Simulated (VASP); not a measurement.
Input of a VASP 6.6.1 run:

Contents of INCAR:

```
SYSTEM = AlN
PREC = Accurate
ENCUT = 520
EDIFF = 1E-6
ISMEAR = 0
SIGMA = 0.05
LREAL = .False.
LASPH = .True.
NELM = 80
ALGO = Normal
ISIF = 2
LWAVE = .False.
LCHARG = .False.
NBANDS = 26
```

Contents of KPOINTS:

```
regular mesh
0
Gamma
  8 8 3
  0 0 0
```

File POSCAR:

```
AlN
1.0
   -3.0886152975      0.0000000000      0.0000000000
   -1.5443076488     -2.6748193102      0.0000000000
   -0.1286923041     -0.2229016092     10.5871685333
Al N
4 4
Direct
    0.3333333333      0.2629411426      0.8447062886
    0.3333333333      0.3018529021      0.3777651748
    0.6666666667      0.6546421152      0.1442946180
    0.6666666667      0.6157303557      0.6112357317
    0.3333333333      0.3259020051      0.0891759389
    0.3333333333      0.2869902456      0.5561170527
    0.6666666667      0.6397794587      0.3226464958
    0.6666666667      0.6008676992      0.7895876096
```

Potentials or basis: VASP PAW LDA potentials, release 64 (Al, N).

Command:

```bash
$ cat potpaw_LDA.64/Al/POTCAR potpaw_LDA.64/N/POTCAR > POTCAR
$ mpirun -np 1 vasp_std > vasp.out
```

(1) Estimate the pressure.

(2) What does it give for the largest force?

(3) Predict the band gap on the k mesh.

Answers

(1) -4.3 GPa.

(2) 1.875 eV/Å.

(3) 2.18 eV.

Caveat: the cell differs from its parent crystal (the part above a cut slid along it); the stress differs along the axes, from -12 to -0 GPa; forces of over 1 eV/Å act on the atoms, so gaps and moduli don't describe the material at rest.
